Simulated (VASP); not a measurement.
Crystal: Ir.

```
CELL_PARAMETERS angstrom
2.48152 0.00000 0.00000
0.00000 2.48152 0.00000
0.00000 0.00000 2.48152
ATOMIC_POSITIONS crystal
Ir 0.00000 0.00000 0.00000
```

| Item | Value |
| --- | --- |
| Program | VASP 6.6.1 |
| Task | relaxation of cell and atoms |
| Functional | BLYP |
| Potentials or basis | VASP PAW PBE potentials, release 64 (Ir) |
| Cutoff | 600 eV |
| k mesh | 13 × 13 × 13 |
| Occupations | fermi-dirac, width 0.1 eV |
| Spin | no spin polarisation |

At the start: pressure 52.3 GPa; volume 15.28 Å³/atom.

How do energy, volume and symmetry change on relaxing?

Over 5 steps the energy falls by 384.9 meV/atom and the volume is 18.06 Å³/atom (+18.2 %); space group Pm-3m (No. 221, to 0.05 Å).

The path:
| step | energy change (eV) | largest force (eV/Å) | pressure (GPa) | volume (Å³) |
| --- | --- | --- | --- | --- |
| 1 | 0.0000 | 0.0000 | 52.29 | 15.28 |
| 2 | 1.2089 | 0.0000 | -27.03 | 29.18 |
| 3 | -0.3710 | 0.0000 | -6.62 | 18.71 |
| 4 | -0.3840 | 0.0000 | -1.77 | 18.22 |
| 5 | -0.3849 | 0.0000 | 0.03 | 18.06 |

Final structure:
```
CELL_PARAMETERS angstrom
2.62371 0.00000 0.00000
0.00000 2.62371 0.00000
0.00000 0.00000 2.62371
ATOMIC_POSITIONS crystal
Ir 0.00000 0.00000 0.00000
```

Caveat: the volume moved by over 15 % at a fixed basis, so the end points are rough; the PAW data sets were made with another functional, which shifts forces and pressure a little.
